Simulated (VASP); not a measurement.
# Cd3CuO in VASP: further runs, part 2 of 2

VASP 6.6.1. The steps go on from the part before.

### Step 4. Single point, PBE, collinear spin, ferromagnetic start

This run uses another cell than the first one, of 17.39 Å³/atom, 0.914 times its volume.

Input file INCAR:

```
SYSTEM = Cd3CuO
ALGO     = Normal         ! electronic algorithm
EDIFF    = 1E-7           ! SCF threshold, eV
ENCUT    = 520            ! plane-wave cutoff, eV
GGA      = PE             ! functional
ISIF     = 2              ! what is computed and relaxed
ISMEAR   = 0              ! smearing method
ISPIN    = 2              ! spin polarisation
LASPH    = .TRUE.         ! aspherical terms in the spheres
LCHARG   = .TRUE.         ! write CHGCAR
LELF     = .TRUE.         ! ELF
LMAXMIX  = 4              ! l up to which the mixer works
LORBIT   = 11             ! projections on sites
LREAL    = .FALSE.        ! projectors in reciprocal space
LVHAR    = .TRUE.       
LWAVE    = .FALSE.        ! write WAVECAR
MAGMOM   = 0 0 0 1 0      ! initial moments
NBANDS   = 38             ! bands
NELM     = 150            ! most SCF steps
PREC     = Accurate       ! precision mode
SIGMA    = 0.2            ! smearing width, eV
```

Input file KPOINTS:

```
k-points
0
G
  5 5 2
  0 0 0
```

Input file POSCAR:

```
Cd3CuO
1.0
    3.2817113359      0.0000000000      0.0000000000
    0.0000000000      3.2817113359      0.0000000000
    0.0000000000      0.0000000000      8.0716031201
Cd Cu O
3 1 1
Direct
    0.5000000000      0.5000000000      0.6886987301
    0.5000000000      0.5000000000      0.3113012699
    0.0000000000      0.0000000000      0.0000000000
    0.0000000000      0.0000000000      0.5000000000
    0.5000000000      0.5000000000      0.0000000000
```

Potentials or basis: VASP PAW PBE potentials, release 64 (Cd, Cu, O).

Launch:

```sh
$ cat potpaw_PBE.64/Cd/POTCAR potpaw_PBE.64/Cu/POTCAR potpaw_PBE.64/O/POTCAR > POTCAR
$ mpirun -np 1 vasp_std > vasp.out
```

OUTCAR:

```text
SYSTEM = Cd3CuO
   EDIFF = 1E-7
   ENCUT = 520
   GGA = PE
   ISIF = 2
   ISMEAR = 0
   ISPIN = 2
   LASPH = .TRUE.
   LORBIT = 11
   LREAL = .FALSE.
   NELM = 150
   PREC = Accurate

 ion  position               nearest neighbor table
   1  0.500  0.500  0.689-   5 2.51   4 2.78   4 2.78   4 2.78   4 2.78   2 3.05   3 3.42   3 3.42
                             3 3.42   3 3.42
   2  0.500  0.500  0.311-   5 2.51   4 2.78   4 2.78   4 2.78   4 2.78   1 3.05   3 3.42   3 3.42
                             3 3.42   3 3.42
   3  0.000  0.000  0.000-   5 2.32   5 2.32   5 2.32   5 2.32   2 3.42   2 3.42   1 3.42   2 3.42
                             1 3.42   1 3.42   2 3.42   1 3.42
   4  0.000  0.000  0.500-   1 2.78   2 2.78   1 2.78   2 2.78   1 2.78   2 2.78   1 2.78   2 2.78

   5  0.500  0.500  0.000-   3 2.32   3 2.32   3 2.32   3 2.32   1 2.51   2 2.51

  LATTYP: Found a simple tetragonal cell.
 ALAT       =     3.2817113359
 C/A-ratio  =     2.4595713315

  Lattice vectors:

 A1 = (   3.2817113359,   0.0000000000,   0.0000000000)
 A2 = (   0.0000000000,   3.2817113359,   0.0000000000)
 A3 = (   0.0000000000,   0.0000000000,   8.0716031201)

Analysis of symmetry for initial positions (statically):
=====================================================================
 Subroutine PRICEL returns:
 Original cell was already a primitive cell.

 Routine SETGRP: Setting up the symmetry group for a
 simple tetragonal supercell.

 Subroutine GETGRP returns: Found 16 space group operations
 (whereof 16 operations were pure point group operations)
 out of a pool of 16 trial point group operations.

The static configuration has the point symmetry D_4h.

Analysis of symmetry for dynamics (positions and initial velocities):
=====================================================================
 Subroutine PRICEL returns:
 Original cell was already a primitive cell.

 Routine SETGRP: Setting up the symmetry group for a
 simple tetragonal supercell.

 Subroutine GETGRP returns: Found 16 space group operations
 (whereof 16 operations were pure point group operations)
 out of a pool of 16 trial point group operations.

The dynamic configuration has the point symmetry D_4h.

Analysis of structural, dynamic, and magnetic symmetry:
=====================================================================
 Subroutine PRICEL returns:
 Original cell was already a primitive cell.

 Routine SETGRP: Setting up the symmetry group for a
 simple tetragonal supercell.

 Subroutine GETGRP returns: Found 16 space group operations
 (whereof 16 operations were pure point group operations)
 out of a pool of 16 trial point group operations.

The overall configuration has the point symmetry D_4h.

 Subroutine INISYM returns: Found 16 space group operations
 (whereof 16 operations are pure point group operations),
 and found     1 'primitive' translations

----------------------------------------------------------------------------------------

                                     Primitive cell

  volume of cell :      86.9282

  direct lattice vectors                    reciprocal lattice vectors
     3.281711336  0.000000000  0.000000000     0.304719062  0.000000000  0.000000000
     0.000000000  3.281711336  0.000000000     0.000000000  0.304719062  0.000000000
     0.000000000  0.000000000  8.071603120     0.000000000  0.000000000  0.123891126

  length of vectors
[... 81 lines left out ...]
   ISIF   =      2    stress and relaxation
   ISYM   =      2    0-nonsym 1-usesym 2-fastsym
   POTIM  = 0.5000    time-step for ionic-motion
   TEBEG  =    0.0;   TEEND  =   0.0 temperature during run
   PSTRESS=    0.0 pullay stress
   NELECT =      53.0000    total number of electrons
   NUPDOWN=      -1.0000    fix difference up-down
   EMIN   =  10.00;   EMAX   =-10.00  energy-range for DOS
   EFERMI =   0.00;   METHOD = LEGACY
   ISMEAR =     0;   SIGMA  =   0.20  broadening in eV -4-tet -1-fermi 0-gaus
   EFERMI_NEDOS =   21; number of points for ismear=-14 and -15
   IALGO  =     38    algorithm
   IMIX   =      4    mixing-type and parameters
     AMIX     =   0.40;   BMIX     =  1.00
     AMIX_MAG =   1.60;   BMIX_MAG =  1.00
  volume/ion in A,a.u.               =      17.39       117.32
  Fermi-wavevector in a.u.,A,eV,Ry     =   1.388183  2.623285 26.219120  1.927051
  Thomas-Fermi vector in A             =   2.512333
   LORBIT       =     11    0 simple, 1 ext, 2 COOP (PROOUT), +10 PAW based schemes
   GGA     = PE    functional components
   LHFCALC =     F    Hartree Fock is set to
   AEXX    =    0.0000 exact exchange contribution
   IVDW    =     0    specifies the selected vdW correction
   LEPSILON=     F    determine dielectric tensor
   LRPA    =     F    only Hartree local field effects (RPA)
 spin polarized calculation
 Gauss-broadening in eV      SIGMA  =   0.20
  energy-cutoff  :      520.00
  volume of cell :       86.93
 maximum number of plane-waves:      2359
   NGX = 13   NGY = 13   NGZ = 31

 number of electron      52.9999948 magnetization      -0.0000371

 number of electron      52.9999948 magnetization       0.0001233

 Free energy of the ion-electron system (eV)
  ---------------------------------------------------
  ext. energy  EPLUGINS =         0.00000000
  ---------------------------------------------------
  free energy    TOTEN  =       -12.37141433 eV

  energy without entropy =      -12.35051456  energy(sigma->0) =      -12.36096444

 E-fermi :   3.4224     XC(G=0): -11.1098

 val. band max:        2.9305765626   @ k =   0.0000   0.0000   0.5000
 cond. band min:       3.4915301285   @ k =   0.4000   0.4000   0.5000
 fundamental gap:      0.5609535659
 Fermi energy:         3.4224190474

 spin component 1

 k-point     1 :       0.0000    0.0000    0.0000
  band No.  band energies     occupation
      1     -15.4331      1.00000
      2      -5.8219      1.00000
      3      -5.6796      1.00000
      4      -5.6527      1.00000
      5      -5.5702      1.00000
      6      -5.4292      1.00000
[... 481 lines left out ...]
     37      12.0355      0.00000
     38      12.0959      0.00000
 Fermi energy:         3.4224190474

 spin component 2

 k-point     1 :       0.0000    0.0000    0.0000
  band No.  band energies     occupation
      1     -15.4331      1.00000
      2      -5.8218      1.00000
      3      -5.6796      1.00000
      4      -5.6527      1.00000
      5      -5.5702      1.00000
      6      -5.4292      1.00000
[... 481 lines left out ...]
     37      12.0355      0.00000
     38      12.0959      0.00000

------------------------ aborting loop because EDIFF is reached ----------------------------------------

  FORCE on cell =-STRESS in cart. coord.  units (eV):
  Direction    XX          YY          ZZ          XY          YZ          ZX
  --------------------------------------------------------------------------------------
  -------------------------------------------------------------------------------------
  Total        0.3544557      0.3544557      0.2650666      0.0000000     -0.0000000      0.0000000
  in kB        6.5329903      6.5329903      4.8854552      0.0000000     -0.0000000      0.0000000
  external PRESSURE =       5.9838119 kB  Pullay stress =       0.0000000 kB

 VOLUME and BASIS-vectors are now :
 -----------------------------------------------------------------------------
  energy-cutoff  :      520.00
  volume of cell :       86.93
      direct lattice vectors                 reciprocal lattice vectors
     3.281711336  0.000000000  0.000000000     0.304719062  0.000000000  0.000000000
     0.000000000  3.281711336  0.000000000     0.000000000  0.304719062  0.000000000
     0.000000000  0.000000000  8.071603120     0.000000000  0.000000000  0.123891126

 POSITION                                       TOTAL-FORCE (eV/Angst)
 -----------------------------------------------------------------------------------
      1.64086      1.64086      5.55890         0.000000      0.000000     -0.004427
      1.64086      1.64086      2.51270        -0.000000     -0.000000      0.004427
      0.00000      0.00000      0.00000         0.000000      0.000000      0.000000
      0.00000      0.00000      4.03580         0.000000      0.000000      0.000000
      1.64086      1.64086      0.00000         0.000000      0.000000      0.000000
 -----------------------------------------------------------------------------------
    total drift:                                0.000000     -0.000000      0.000000

  FREE ENERGIE OF THE ION-ELECTRON SYSTEM (eV)
  ---------------------------------------------------
  free  energy   TOTEN  =       -12.3714143269 eV

  energy  without entropy=      -12.3505145621  energy(sigma->0) =      -12.36096444

 total charge

# of ion       s       p       d       tot
------------------------------------------
    1        0.507   0.287   9.505  10.299
    2        0.507   0.287   9.505  10.299
    3        0.374   0.236   9.608  10.218
    4        0.404   0.274   9.207   9.885
    5        1.595   3.314   0.000   4.909
--------------------------------------------------
tot          3.387   4.398  37.825  45.610

 magnetization (x)

# of ion       s       p       d       tot
------------------------------------------
    1       -0.000   0.000  -0.000   0.000
    2       -0.000   0.000  -0.000   0.000
    3       -0.000  -0.000   0.000  -0.000
    4        0.000   0.000  -0.000  -0.000
    5       -0.000   0.000   0.000  -0.000
--------------------------------------------------
tot         -0.000   0.000  -0.000   0.000
```

It took 57 s on 1 thread of Intel Xeon 6975P-C, shared host; peak memory 0.24 GiB.

What came out:

```
Free energy                                           : -12.3714 eV
Pressure                                              : 0.6 GPa
Largest force                                         : 0.004 eV/Å
Net moment                                            : 0.00 μB per cell
Valence electrons inside the program's atomic spheres : Cd 10.30, 10.22; Cu 9.88; O 4.91
```

Forces on the atoms (eV/Å):
```
Cd   0.000  0.000 -0.004
Cd   0.000  0.000  0.004
Cd   0.000  0.000  0.000
Cu   0.000  0.000  0.000
O    0.000  0.000  0.000
```

Levels at points of the mesh, in eV from the Fermi level:
Spin up:
| k point | band 25 | band 26 | band 27 | band 28 | band 29 | band 30 |
| --- | --- | --- | --- | --- | --- | --- |
| (0.00, 0.00, 0.00) | -2.53 | -2.16 | -2.06 | 3.46 | 3.61 | 6.04 |
| (0.00, 0.00, 0.50) | -2.69 | -2.53 | -0.49 | 1.12 | 6.05 | 6.05 |
Spin down:
```tsv
k point	band 24	band 25	band 26	band 27	band 28	band 29	band 30	band 31
(0.00, 0.00, 0.00)	-2.70	-2.53	-2.16	-2.06	3.46	3.61	6.04	6.04
(0.00, 0.00, 0.50)	-2.69	-2.69	-2.53	-0.49	1.12	6.05	6.05	6.93
```

Caveat: the k points lie up to 0.39 Å⁻¹ apart. With open d or f shells a metallic result of PBE can be an artefact of self-interaction; +U or a hybrid may open a gap.

### Step 5. The runs side by side

```csv
spin,cell,k mesh,smearing,gap on the mesh (eV),pressure (GPa),largest force (eV/Å)
off,"a = 5.096, b = 5.096, c = 3.662 Å, 5 atoms",6 × 6 × 8,gaussian 0.1 eV,none,0.3,0.01
off,"a = 3.257, b = 3.257, c = 8.217 Å, 5 atoms",10 × 10 × 4,gaussian 0.1 eV,none,0.7,0.01
"collinear, ferromagnetic start","a = 3.282, b = 3.282, c = 8.072 Å, 5 atoms",5 × 5 × 2,gaussian 0.2 eV,none,0.6,-
```

Alike in all rows: task single point; level PBE; potentials or basis VASP PAW PBE potentials, release 64 (Cd, Cu, O); cutoff (eV) 520.

Caveats: some runs use coarse meshes; an odd number of electrons without spin polarisation forces a metal (some runs); a magnetic or distorted state may lie lower (some runs).

Absolute energies hang on the potentials; compare differences alone.
